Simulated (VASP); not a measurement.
Runs of VASP 6.6.1 on Sn. The structure is that of space group I4_1/amd (No. 141), or close to it. The cells are those of the table. 

```csv
cell,gap on the mesh (eV),pressure (GPa)
"a = 4.426 Å, angles 97.5, 97.5, 137.8°, 2 atoms",none,(a)
"a = 4.541 Å, angles 97.5, 97.5, 137.8°, 2 atoms",none,-1.5
"a = 4.386 Å, angles 97.5, 97.5, 137.8°, 2 atoms",none,4.0
"a = 4.465 Å, angles 97.5, 97.5, 137.8°, 2 atoms",none,0.9
"a = 4.346 Å, angles 97.5, 97.5, 137.8°, 2 atoms",none,5.9
"a = 4.503 Å, angles 97.5, 97.5, 137.8°, 2 atoms",none,-0.4
"a = 4.305 Å, angles 97.5, 97.5, 137.8°, 2 atoms",none,(b)
```

Alike in all rows: task single point; level PBE; potentials or basis VASP PAW PBE potentials, release 64 (Sn_d); no spin polarisation; k mesh 10 × 10 × 10; cutoff (eV) 520; smearing methfessel-paxton 0.1 eV.

**Question.** Fill in the values left out.

**Answer.** (a) 2.3; (b) 8.2.

Caveats: spin-orbit coupling is left out, which moves the levels of the heavy elements; the cell stands under pressure (at least some runs).

A k mesh can miss the band edges, and the runs leave out spin-orbit coupling on Sn.

A gap of «none» marks levels without a gap at the run's occupations.
